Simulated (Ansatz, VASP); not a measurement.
Two plane-wave programs on BP

Contents of POSCAR:

```
BP
1.0
    3.2039354075      0.0000000000      0.0000000000
   -1.6019677038      2.7746894549      0.0000000000
    0.0000000000      0.0000000000      8.4666274574
B P
2 2
Direct
    0.3333333333      0.6666666667      0.2500000000
    0.6666666667      0.3333333333      0.7500000000
    0.6666666667      0.3333333333      0.2500000000
    0.3333333333      0.6666666667      0.7500000000
```

File INCAR.step1:

```
SYSTEM = BP
PREC     = Accurate       ! precision mode
ENCUT    = 520            ! plane-wave cutoff, eV
ISMEAR   = 0              ! smearing method
SIGMA    = 0.01           ! smearing width, eV
LREAL    = .FALSE.        ! projectors in reciprocal space
LASPH    = .TRUE.         ! aspherical terms in the spheres
NELM     = 60             ! most SCF steps
NBANDS   = 16             ! bands
GGA      = PE             ! functional
ALGO     = Normal         ! electronic algorithm
EDIFF    = 1E-4           ! SCF threshold, eV
LWAVE    = .TRUE.         ! write WAVECAR
LCHARG   = .FALSE.        ! write CHGCAR
```

File INCAR.step2:

```
SYSTEM = BP
PREC     = Accurate       ! precision mode
ENCUT    = 520            ! plane-wave cutoff, eV
EDIFF    = 1E-6           ! SCF threshold, eV
ISMEAR   = 0              ! smearing method
SIGMA    = 0.01           ! smearing width, eV
LREAL    = .FALSE.        ! projectors in reciprocal space
LASPH    = .TRUE.         ! aspherical terms in the spheres
NELM     = 60             ! most SCF steps
ALGO     = Normal         ! electronic algorithm
ISIF     = 2              ! what is computed and relaxed
LWAVE    = .FALSE.        ! write WAVECAR
LCHARG   = .TRUE.         ! write CHGCAR
METAGGA  = R2SCAN         ! meta-GGA
LMIXTAU  = .TRUE.       
LELF     = .TRUE.         ! ELF
LVHAR    = .TRUE.       
NBANDS   = 16             ! bands
ISTART   = 1
```

File KPOINTS:

```
Automatic mesh
0
G
  12 12 4
  0 0 0
```

Input for Ansatz:

```yaml
crystal:
  lattice:
    - [3.2039354075, 0.0, 0.0]
    - [-1.6019677038, 2.7746894549, 0.0]
    - [0.0, 0.0, 8.4666274574]
  atoms:
    - { symbol: B, position: [0.3333333333, 0.6666666667, 0.25] }
    - { symbol: B, position: [0.6666666667, 0.3333333333, 0.75] }
    - { symbol: P, position: [0.6666666667, 0.3333333333, 0.25] }
    - { symbol: P, position: [0.3333333333, 0.6666666667, 0.75] }
kpoints:
  mp_grid: { grid: [12, 12, 4] }
  band_path:
    path:
      - [0.0, 0.0, 0.0]
      - [0.5, 0.0, 0.0]
      - [0.3333333333, 0.3333333333, 0.0]
      - [0.0, 0.0, 0.5]
      - [0.5, 0.0, 0.5]
      - [0.3333333333, 0.3333333333, 0.5]
      - [0.307292, 0.308594, 0.0]
      - [0.3666666667, 0.2666666667, 0.0]
    npoints: 1
hamiltonian:
  xc: r2scan
scf:
  occupations: { method: fixed }
  n_extra_bands: 5
output:
  forces: true
  stress: true
  eigenvalues: true
```

Alike in both runs: task single point; functional r2SCAN; k mesh 12 × 12 × 4; no spin polarisation.

|  | VASP | Ansatz |
| --- | --- | --- |
| version | VASP 6.6.1 | Ansatz 0.2.0 |
| potentials or method | VASP PAW PBE potentials, release 64 (B, P) | plane waves, PAW |
| plane-wave cutoff (eV) | 520 | 500 |
| occupations | gaussian, width 0.01 eV | fixed |
| valence electrons in the cell | 16 | 16 |

VASP gave:

| Item | Value |
| --- | --- |
| gap on the k mesh at the Fermi level (eV) | 1.07 |
| pressure (GPa) | -0.3 |
| traceless stress, the component that is largest in VASP (GPa) | 0.27 |

Estimate Ansatz's values.

gap on the k mesh at the Fermi level (eV): 1.05; pressure (GPa): 0.0; traceless stress, the component that is largest in VASP (GPa): -0.01.

VASP's potentials were made for PBE, not for r2SCAN.
